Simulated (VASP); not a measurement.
GeSb3O2, 6 atoms in the cell. The structure is hexagonal, space group P-6m2 (No. 187). The conventional cell has a = 4.677 Å, b = 4.677 Å, c = 6.162 Å, α = 90.00°, β = 90.00°, γ = 120.00°. Within 3.6 Å of Ge (site symmetry -6m2) lie 5 Sb at 2.70 to 3.08 Å and 6 O at 3.14 Å. Sb (site symmetry -6m2) has 3 Sb at 2.70 Å and 6 O at 3.08 Å and 2 Ge at 3.08 Å within 3.6 Å. Within 3.6 Å of Sb (site symmetry -6m2) lie 3 Ge at 2.70 Å and 2 Sb at 3.08 Å and 6 O at 3.14 Å. Within 3.6 Å of Sb (site symmetry -6m2) lie 5 Sb at 2.70 to 3.08 Å and 6 O at 3.08 Å. Within 3.9 Å of O (site symmetry 3m) lie 2 O at 2.95 to 3.21 Å and 9 Sb at 3.08 to 3.14 Å and 3 Ge at 3.14 Å. 

```yaml
Program: VASP 6.6.1
Task: single point
Functional: PBE
Potentials_or_basis: VASP PAW PBE potentials, release 64 (Ge_d, Sb, O)
Cutoff: 520 eV
k_mesh: 6 × 6 × 2
Occupations: gaussian, width 0.1 eV
Spin: no spin polarisation
Dipole_correction: no
Further_INCAR_settings: ALGO = Normal; EDIFF = 1e-07; NBANDS = 30
```

Potentials or basis: VASP PAW PBE potentials, release 64 (Ge_d, Sb, O).

Run with:

```sh
$ cat potpaw_PBE.64/Ge_d/POTCAR potpaw_PBE.64/Sb/POTCAR potpaw_PBE.64/O/POTCAR > POTCAR
$ mpirun -np 1 vasp_std > vasp.out
```

Hardware: 1 thread of Intel(R) Xeon(R) Platinum 8259CL CPU @ 2.50GHz (Skylake/Cascade Lake), with other jobs on the host.

Problem. Estimate the wall time of this run.

Solution. Run time: 56 s on 1 thread of Intel(R) Xeon(R) Platinum 8259CL CPU @ 2.50GHz (Skylake/Cascade Lake), with other jobs on the host, peak memory 0.25 GiB. Counts: scf iterations 17, k points 14.
